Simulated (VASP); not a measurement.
Input of a VASP 6.6.1 run:

Contents of INCAR:

```
PREC = Accurate
ENCUT = 520
EDIFF = 1E-7
ISMEAR = -1
SIGMA = 0.1
LREAL = False
LASPH = True
NELM = 100
ALGO = Normal
ISIF = 2
LWAVE = False
LCHARG = True
LELF = True
LVHAR = True
NBANDS = 27
```

The input KPOINTS:

```
regular mesh
0
Gamma
  3 3 3
```

The input POSCAR:

```
K3Ag
1.0
    5.8050300000      0.0125000000      0.0535200000
    0.0125000000      5.7694100000      0.0551300000
    0.0535200000      0.0551300000      5.7872100000
K Ag
3 1
Direct
    0.5016300000      0.0004500000      0.9994000000
    0.9980155965      0.5052228386      0.9954182034
    0.9970100000      0.9971300000      0.5015300000
    0.4999400000      0.4975900000      0.4984600000
```

Potentials or basis: VASP PAW LDA potentials, release 64 (K_sv, Ag).

Command:

```bash
$ cat potpaw_LDA.64/K_sv/POTCAR potpaw_LDA.64/Ag/POTCAR > POTCAR
$ mpirun -np 1 vasp_std > vasp.out
```

Problem. Predict the band gap on the k mesh.

Solution. Zero (band 19 reaches 0.70 eV, above the bottom of band 20 at 0.66 eV).

Problem. What does it give for the pressure?

Solution. -1.0 GPa.

Problem. Predict the largest force.

Solution. 0.050 eV/Å.

Stress tensor (GPa, compression positive):
```
-1.04 -0.01 -0.05
-0.01 -1.03 -0.05
-0.05 -0.05 -1.03
```

Caveat: the k points lie up to 0.36 Å⁻¹ apart.
